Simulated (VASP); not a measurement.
# TaN (P6_3mc) in VASP: notebook

The runs below take TaN through electric field gradients, with PBE.

Everything below comes from runs of VASP 6.6.1. Logs are shortened: lines on timing, memory, paths and dates and some standing lists are left out, and cuts for length are marked.

### 1 The cell of the first run

It takes space group P6_3mc (No. 186, hexagonal). Conventional cell: a = 3.060 Å, b = 3.060 Å, c = 4.956 Å, α = 90.00°, β = 90.00°, γ = 120.00°. Ta (site symmetry 3m) has 4 N at 1.86 to 1.91 Å within 2.5 Å. N (site symmetry 3m) has 4 Ta at 1.86 to 1.91 Å within 2.5 Å.

### 2 Electric field gradients, PBE (volume scaled by 1.01)

INCAR

```
SYSTEM = TaN
ALGO = Normal ; EDIFF = 1E-8
ENCUT = 520 ; GGA = PE
ISIF = 2 ; ISMEAR = -1
LASPH = .TRUE. ; LCHARG = .FALSE.
LEFG = .TRUE. ; LREAL = .FALSE.
LWAVE = .FALSE. ; NBANDS = 24
NELM = 60 ; PREC = Accurate
SIGMA = 0.01
```

KPOINTS

```
k-points
0
G
  9 9 5
  0 0 0
```

POSCAR

```
TaN
1.0
    3.0601340589      0.0000000000      0.0000000000
   -1.5300670295      2.6501538341      0.0000000000
    0.0000000000      0.0000000000      4.9564120807
Ta N
2 2
Direct
    0.3333333333      0.6666666667      0.0000000000
    0.6666666667      0.3333333333      0.5000000000
    0.3333333333      0.6666666667      0.3850000000
    0.6666666667      0.3333333333      0.8850000000
```

Potentials or basis: VASP PAW PBE potentials, release 64 (Ta_pv, N).

Command:

```bash
cat potpaw_PBE.64/Ta_pv/POTCAR potpaw_PBE.64/N/POTCAR > POTCAR
mpirun -np 1 vasp_std > vasp.out
```

OUTCAR:

```text
SYSTEM = TaN
   EDIFF = 1E-8
   ENCUT = 520
   GGA = PE
   ISIF = 2
   ISMEAR = -1
   LASPH = .TRUE.
   LREAL = .FALSE.
   NELM = 60
   PREC = Accurate

 ion  position               nearest neighbor table
   1  0.333  0.667  0.000-   4 1.86   4 1.86   4 1.86   3 1.91   2 3.04   2 3.04   2 3.04   2 3.04
                             2 3.04   2 3.04
   2  0.667  0.333  0.500-   3 1.86   3 1.86   3 1.86   4 1.91   1 3.04   1 3.04   1 3.04   1 3.04
                             1 3.04   1 3.04
   3  0.333  0.667  0.385-   2 1.86   2 1.86   2 1.86   1 1.91
   4  0.667  0.333  0.885-   1 1.86   1 1.86   1 1.86   2 1.91

  LATTYP: Found a hexagonal cell.
 ALAT       =     3.0601340589
 C/A-ratio  =     1.6196715521

  Lattice vectors:

 A1 = (   3.0601340589,   0.0000000000,   0.0000000000)
 A2 = (  -1.5300670295,   2.6501538341,   0.0000000000)
 A3 = (   0.0000000000,   0.0000000000,   4.9564120807)

Analysis of symmetry for initial positions (statically):
=====================================================================
 Subroutine PRICEL returns:
 Original cell was already a primitive cell.

 Routine SETGRP: Setting up the symmetry group for a
 hexagonal supercell.

 Subroutine GETGRP returns: Found 12 space group operations
 (whereof  6 operations were pure point group operations)
 out of a pool of 24 trial point group operations.

The static configuration has the point symmetry C_3v.
 The point group associated with its full space group is C_6v.

Analysis of symmetry for dynamics (positions and initial velocities):
=====================================================================
 Subroutine PRICEL returns:
 Original cell was already a primitive cell.

 Routine SETGRP: Setting up the symmetry group for a
 hexagonal supercell.

 Subroutine GETGRP returns: Found 12 space group operations
 (whereof  6 operations were pure point group operations)
 out of a pool of 24 trial point group operations.

The dynamic configuration has the point symmetry C_3v.
 The point group associated with its full space group is C_6v.

 Subroutine INISYM returns: Found 12 space group operations
 (whereof  6 operations are pure point group operations),
 and found     1 'primitive' translations

----------------------------------------------------------------------------------------

                                     Primitive cell

  volume of cell :      40.1956

  direct lattice vectors                    reciprocal lattice vectors
     3.060134059  0.000000000  0.000000000     0.326783069  0.188668293  0.000000000
    -1.530067030  2.650153834  0.000000000     0.000000000  0.377336586  0.000000000
     0.000000000  0.000000000  4.956412081     0.000000000  0.000000000  0.201758850

  length of vectors
     3.060134059  3.060134059  4.956412081     0.377336586  0.377336586  0.201758850

  position of ions in fractional coordinates (direct lattice)
     0.333333333  0.666666667  0.000000000
     0.666666667  0.333333333  0.500000000
     0.333333333  0.666666667  0.385000000
     0.666666667  0.333333333  0.885000000

  ion indices of the primitive-cell ions
   primitive index   ion index
                 1           1
                 2           2
                 3           3
                 4           4

----------------------------------------------------------------------------------------

 KPOINTS: k-points

Automatic generation of k-mesh.
 Grid dimensions read from file:
 generate k-points for:    9    9    5

 Generating k-lattice:

  Cartesian coordinates                     Fractional coordinates (reciprocal lattice)
     0.036309230  0.020963144  0.000000000     0.111111111  0.000000000  0.000000000
[... 42 lines left out ...]
   number of dos      NEDOS =    301   number of ions     NIONS =      4
   total plane-waves  NPLWV =  23040
   dimension x,y,z NGX =    24 NGY =   24 NGZ =   40
   dimension x,y,z NGXF=    48 NGYF=   48 NGZF=   80
   ions per type =               2   2
   NGX,Y,Z   is equivalent  to a cutoff of  13.04, 13.04, 13.42 a.u.
   NGXF,Y,Z  is equivalent  to a cutoff of  26.08, 26.08, 26.83 a.u.
 SYSTEM =  TaN
   PREC   = accura    normal or accurate (medium, high low for compatibility)
   ISTART =      0    job   : 0-new  1-cont  2-samecut
   ICHARG =      2    charge: 1-file 2-atom 10-const
   ISPIN  =      1    spin polarized calculation?
   LNONCOLLINEAR =      F non collinear calculations
   LSORBIT =      F    spin-orbit coupling
   LASPH  =      T    aspherical Exc in radial PAW
   ENCUT  =  520.0 eV  38.22 Ry    6.18 a.u.   5.69  5.69  9.22*2*pi/ulx,y,z
   NELM   =     60;   NELMIN=  2; NELMDL= -5     # of ELM steps
   EDIFF  = 0.1E-07   stopping-criterion for ELM
   LREAL  =      F    real-space projection
   EDIFFG = 0.1E-06   stopping-criterion for IOM
   NSW    =      0    number of steps for IOM
   IBRION =     -1    ionic relax: 0-MD 1-quasi-New 2-CG
   NFREE  =      0    steps in history (QN), initial steepest desc. (CG)
   ISIF   =      2    stress and relaxation
   ISYM   =      2    0-nonsym 1-usesym 2-fastsym
   POTIM  = 0.5000    time-step for ionic-motion
   TEBEG  =    0.0;   TEEND  =   0.0 temperature during run
   PSTRESS=    0.0 pullay stress
   NELECT =      32.0000    total number of electrons
   NUPDOWN=      -1.0000    fix difference up-down
   EMIN   =  10.00;   EMAX   =-10.00  energy-range for DOS
   EFERMI =   0.00;   METHOD = LEGACY
   ISMEAR =    -1;   SIGMA  =   0.01  broadening in eV -4-tet -1-fermi 0-gaus
   EFERMI_NEDOS =   21; number of points for ismear=-14 and -15
   IALGO  =     38    algorithm
   IMIX   =      4    mixing-type and parameters
     AMIX     =   0.40;   BMIX     =  1.00
     AMIX_MAG =   1.60;   BMIX_MAG =  1.00
  volume/ion in A,a.u.               =      10.05        67.81
  Fermi-wavevector in a.u.,A,eV,Ry     =   1.517278  2.867240 31.322417  2.302133
  Thomas-Fermi vector in A             =   2.626555
   LORBIT       =      0    0 simple, 1 ext, 2 COOP (PROOUT), +10 PAW based schemes
   GGA     = PE    functional components
   LHFCALC =     F    Hartree Fock is set to
   AEXX    =    0.0000 exact exchange contribution
   IVDW    =     0    specifies the selected vdW correction
   LEPSILON=     F    determine dielectric tensor
   LRPA    =     F    only Hartree local field effects (RPA)
 non-spin polarized calculation
  energy-cutoff  :      520.00
  volume of cell :       40.20
 maximum number of plane-waves:      1099
 NGX is ok and might be reduce to    24
   NGX = 11   NGY = 11   NGZ = 19

 number of electron      32.0000001 magnetization

 Free energy of the ion-electron system (eV)
  ---------------------------------------------------
  ext. energy  EPLUGINS =         0.00000000
  ---------------------------------------------------
  free energy    TOTEN  =       -37.99883604 eV

  energy without entropy =      -37.99781215  energy(sigma->0) =      -37.99832410

 E-fermi :   9.7099     XC(G=0): -13.4887

 val. band max:        9.6685488565   @ k =   0.2222  -0.0000   0.0000
 cond. band min:       9.7175133833   @ k =   0.1111   0.1111   0.4000
 fundamental gap:      0.0489645268
 Fermi energy:         9.7098936280

 k-point     1 :       0.0000    0.0000    0.0000
  band No.  band energies     occupation
      1     -26.4161      2.00000
      2     -25.3520      2.00000
      3     -25.3520      2.00000
      4     -25.1677      2.00000
      5     -25.1677      2.00000
      6     -25.1086      2.00000
[... 637 lines left out ...]
     23      17.1837      0.00000
     24      17.1837      0.00000

 [... further k-points ...]

------------------------ aborting loop because EDIFF is reached ----------------------------------------

  FORCE on cell =-STRESS in cart. coord.  units (eV):
  Direction    XX          YY          ZZ          XY          YZ          ZX
  --------------------------------------------------------------------------------------
  -------------------------------------------------------------------------------------
  Total       35.4170897     35.4170897     29.3473638     -0.0000000      0.0000000      0.0000000
  in kB     1411.7068124   1411.7068125   1169.7706873     -0.0000000      0.0000000      0.0000000
  external PRESSURE =    1331.0614374 kB  Pullay stress =       0.0000000 kB

 VOLUME and BASIS-vectors are now :
 -----------------------------------------------------------------------------
  energy-cutoff  :      520.00
  volume of cell :       40.20
      direct lattice vectors                 reciprocal lattice vectors
     3.060134059  0.000000000  0.000000000     0.326783069  0.188668293  0.000000000
    -1.530067030  2.650153834  0.000000000     0.000000000  0.377336586  0.000000000
     0.000000000  0.000000000  4.956412081     0.000000000  0.000000000  0.201758850

 POSITION                                       TOTAL-FORCE (eV/Angst)
 -----------------------------------------------------------------------------------
     -0.00000      1.76677      0.00000         0.000000      0.000000      2.327898
      1.53007      0.88338      2.47821         0.000000     -0.000000      2.327898
     -0.00000      1.76677      1.90822         0.000000     -0.000000     -2.327898
      1.53007      0.88338      4.38642        -0.000000      0.000000     -2.327898
 -----------------------------------------------------------------------------------
    total drift:                               -0.000000      0.000000      0.000287

  FREE ENERGIE OF THE ION-ELECTRON SYSTEM (eV)
  ---------------------------------------------------
  free  energy   TOTEN  =       -37.9988360395 eV

  energy  without entropy=      -37.9978121524  energy(sigma->0) =      -37.99832410

 Electric field gradients (V/A^2)
---------------------------------------------------------------------
 ion       V_xx      V_yy      V_zz      V_xy      V_xz      V_yz
---------------------------------------------------------------------
   1     -61.237   -61.237   122.474    -0.000    -0.000     0.000
   2     -61.237   -61.237   122.474    -0.000     0.000    -0.000
   3      -5.379    -5.379    10.758     0.001     0.000    -0.000
   4      -5.379    -5.379    10.758     0.001    -0.000     0.000
---------------------------------------------------------------------

 Electric field gradients after diagonalization (V/A^2)
 (convention: |V_zz| > |V_xx| > |V_yy|)
----------------------------------------------------------------------
 ion       V_xx      V_yy      V_zz     asymmetry (V_yy - V_xx)/ V_zz
----------------------------------------------------------------------
   1     -61.237   -61.236   122.474       0.000
   2     -61.237   -61.236   122.474       0.000
   3      -5.380    -5.378    10.758       0.000
   4      -5.380    -5.378    10.758       0.000
----------------------------------------------------------------------

           NMR quadrupolar parameters

 Cq : quadrupolar parameter    Cq=e*Q*V_zz/h
 eta: asymmetry parameters     (V_yy - V_xx)/ V_zz
 Q  : nuclear electric quadrupole moment in mb (millibarn)
----------------------------------------------------------------------
 ion       Cq(MHz)       eta       Q (mb)
----------------------------------------------------------------------
   1       0.296       0.000       1.000
   2       0.296       0.000       1.000
   3       0.026       0.000       1.000
   4       0.026       0.000       1.000
----------------------------------------------------------------------
```

Run time: 51 s. Hardware: 1 thread of Intel Xeon 8259CL, shared host; peak memory 0.18 GiB.

Results:

```yaml
Free_energy: -37.9988 eV
Pressure: 133.1 GPa
Largest_force: 2.328 eV/Å
Band_gap_on_the_k_mesh: zero (band 16 reaches 10.24 eV, above the bottom of band 17 at 8.05 eV)
```

Forces on the atoms (eV/Å):
```
Ta   0.000  0.000  2.328
Ta   0.000  0.000  2.328
N    0.000  0.000 -2.328
N    0.000  0.000 -2.328
```

Electric field gradients, principal values (V/Å²):
```csv
atom,least,middle,greatest (by size)
1 Ta,-61.236,-61.237,122.474
2 Ta,-61.236,-61.237,122.474
3 N,-5.378,-5.380,10.758
4 N,-5.378,-5.380,10.758
```

Caveat: without QUAD_EFG the Cq values of the log hold for a quadrupole moment of 1 mb, not for the nuclei; spin-orbit coupling is left out, which moves the levels of the heavy elements; forces of over 1 eV/Å act on the atoms, so gaps and moduli don't describe the material at rest.

(Part 1 of 3 ends here.)
